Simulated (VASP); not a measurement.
A run of VASP 6.6.1:

File POSCAR:

```
Mg2Si
1.0
    0.0000000000      3.1690589403      3.1690589403
    3.1690589403      0.0000000000      3.1690589403
    3.1690589403      3.1690589403      0.0000000000
Mg Si
2 1
Direct
    0.2500000000      0.2500000000      0.2500000000
    0.7500000000      0.7500000000      0.7500000000
    0.0000000000      0.0000000000      0.0000000000
```

INCAR.step1

```
PREC = Accurate
ENCUT = 660
ISMEAR = 0
SIGMA = 0.05
LREAL = False
LASPH = True
NELM = 120
NBANDS = 11
GGA = PE
ALGO = Normal
EDIFF = 1E-5
LWAVE = True
LCHARG = False
GGA_COMPAT = False
```

INCAR.step2

```
PREC = Accurate
ENCUT = 660
EDIFF = 1E-6
ISMEAR = 0
SIGMA = 0.05
LREAL = False
LASPH = True
NELM = 120
ALGO = Normal
ISIF = 2
LWAVE = False
LCHARG = True
METAGGA = R2SCAN
LMIXTAU = True
LELF = True
LVHAR = True
NBANDS = 11
ISTART = 1
GGA_COMPAT = False
```

KPOINTS

```
regular mesh
0
Gamma
  10 10 10
```

Potentials or basis: VASP PAW PBE potentials, release 64 (Mg, Si).

The run is started by

```console
$ cat potpaw_PBE.64/Mg/POTCAR potpaw_PBE.64/Si/POTCAR > POTCAR
$ cp INCAR.step1 INCAR
$ mpirun -np 1 vasp_std > vasp.out
$ cp INCAR.step2 INCAR
$ mpirun -np 1 vasp_std > vasp.out
```

Hardware: 1 thread of Intel(R) Xeon(R) Platinum 8259CL CPU @ 2.50GHz (Skylake/Cascade Lake), on a shared host.

Task: How long does it take, and how much memory?

Result: It took 4.5 min on 1 thread of Intel(R) Xeon(R) Platinum 8259CL CPU @ 2.50GHz (Skylake/Cascade Lake), with other jobs on the host, peak memory 0.27 GiB. Counts: k points 47.
